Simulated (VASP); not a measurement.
## InSb (zincblende type): single point with RPBE

InSb (zincblende type):

```
CELL_PARAMETERS angstrom
0.00000 2.97416 2.97416
2.97416 0.00000 2.97416
2.97416 2.97416 0.00000
ATOMIC_POSITIONS crystal
In 0.00000 0.00000 0.00000
Sb 0.25000 0.25000 0.25000
```

- Program: VASP 6.6.1
- Task: single point
- Functional: RPBE
- Potentials or basis: VASP PAW PBE potentials, release 64 (In_d, Sb)
- Cutoff: 520 eV
- k mesh: 14 × 14 × 14
- Occupations: fermi-dirac, width 0.1 eV
- Spin: no spin polarisation

The pressure is 28.6 GPa and the band gap on the k mesh is 0.79 eV, indirect (least direct gap 1.45 eV).

Levels at points of the mesh, in eV from the valence-band top:
```
           k point  band 7  band 8  band 9  band 10  band 11  band 12
(0.00, 0.00, 0.00)    0.00    0.00    0.00     1.45     2.84     2.84
(0.50, 0.00, 0.00)   -7.11   -1.49   -1.49     1.10     3.75     3.75
(0.50, 0.50, 0.00)   -7.22   -3.29   -3.29     0.84     1.06     9.71
```

It took 34 s on 1 thread of Intel(R) Xeon(R) Platinum 8559C (Emerald Rapids) (shared host), peak memory 0.23 GiB.

Caveat: the PAW data sets were made with another functional, which shifts forces and pressure a little; spin-orbit coupling is left out, which moves the levels of the heavy elements. As with any semilocal functional, this RPBE gap is likely too small.
